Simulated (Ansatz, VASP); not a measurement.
**One calculation of Ge2Sb2O, two programs**

```xyz
5
Lattice="3.0638 0.0000 0.0000 0.0000 3.0638 0.0000 0.0000 0.0000 11.2531" Properties=species:S:1:pos:R:3 pbc="T T T"
Ge    1.5319    1.5319    5.6265
Ge    1.5319    1.5319    0.0000
Sb    1.5319    1.5319    8.4292
Sb    1.5319    1.5319    2.8239
O     0.0000    0.0000    0.0000
```

Alike in both runs: functional PBE; k mesh 4 × 4 × 4; occupations gaussian, width 0.1 eV; no spin polarisation.

Ansatz relaxed the structure, and its values are those at the end. VASP's run is a single point on that final structure, the one shown.

|  | VASP | Ansatz |
| --- | --- | --- |
| version | VASP 6.6.1 | Ansatz 0.2.0 |
| potentials or method | VASP PAW PBE potentials, release 64 (Ge_d, Sb, O), cutoff 600 eV | scalar-relativistic, plane waves, PAW |
| valence electrons in the cell | 44 | 64 |

```csv
,VASP,Ansatz,Ansatz less VASP
gap on the k mesh at the Fermi level (eV),none,none,-
pressure (GPa),0.1,0.0,-0.04
```

A gap of «none» marks a metal or a gap that the smearing closes. VASP's potentials hold 44 valence electrons a cell and Ansatz's 64, so a difference there can come from the potentials and not from the codes.

The k mesh is coarse, so the values compare programs but aren't converged. Spin-orbit coupling is off throughout.
